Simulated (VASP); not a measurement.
Set up this calculation in VASP 6.6.1, as the native input.

```
Task                   : single point
Functional             : PBEsol
Potentials or basis    : VASP PAW PBE potentials, release 64 (Al, Ga_d, N)
Cutoff                 : 520 eV
k mesh                 : 6 × 6 × 6
Occupations            : gaussian, width 0.05 eV
Spin                   : no spin polarisation
Dipole correction      : no
Further INCAR settings : ALGO = Normal; EDIFF = 1e-07; NBANDS = 31
```

The structure of Al3GaN4 lies in POSCAR:

```
Al3GaN4
1.0
    4.4069948390      0.0000000000      0.0000000000
    0.0000000000      4.4069948390      0.0000000000
    0.0000000000      0.0000000000      4.4069948390
Al Ga N
3 1 4
Direct
    0.5000000000      0.5000000000      0.0000000000
    0.5000000000      0.0000000000      0.5000000000
    0.0000000000      0.5000000000      0.5000000000
    0.0267471837      0.0267471837      0.0000000000
    0.7447077168      0.7447077168      0.2552922832
    0.7447077168      0.2552922832      0.7447077168
    0.2552922832      0.7447077168      0.7447077168
    0.2552922832      0.2552922832      0.2552922832
```

This cell differs from its parent crystal: atom 4 (Ga) moved +0.167 Å along Cartesian [1 1 0].

The input as run:

INCAR

```
SYSTEM = Al3GaN4
ALGO = Normal
EDIFF = 1E-7
ENCUT = 520
GGA = PS
ISIF = 2
ISMEAR = 0
LASPH = .True.
LCHARG = .False.
LREAL = .False.
LWAVE = .False.
NBANDS = 31
NELM = 80
PREC = Accurate
SIGMA = 0.05
```

KPOINTS

```
k-points
0
Gamma
  6 6 6
  0 0 0
```

Potentials or basis: VASP PAW PBE potentials, release 64 (Al, Ga_d, N).

Command:

```sh
$ cat potpaw_PBE.64/Al/POTCAR potpaw_PBE.64/Ga_d/POTCAR potpaw_PBE.64/N/POTCAR > POTCAR
$ mpirun -np 1 vasp_std > vasp.out
```

It gave:

```yaml
Pressure: 0.9 GPa
Largest_force: 3.176 eV/Å
Band_gap_on_the_k_mesh: 2.62 eV
```

Caveat: the cell differs from its parent crystal (atom 4 (Ga) moved +0.167 Å along Cartesian [1 1 0]); the PAW data sets were made with another functional, which shifts forces and pressure a little.

Run time: 100 s on 1 thread of Intel(R) Xeon(R) 6975P-C (Granite Rapids) (shared host), peak memory 0.3 GiB.
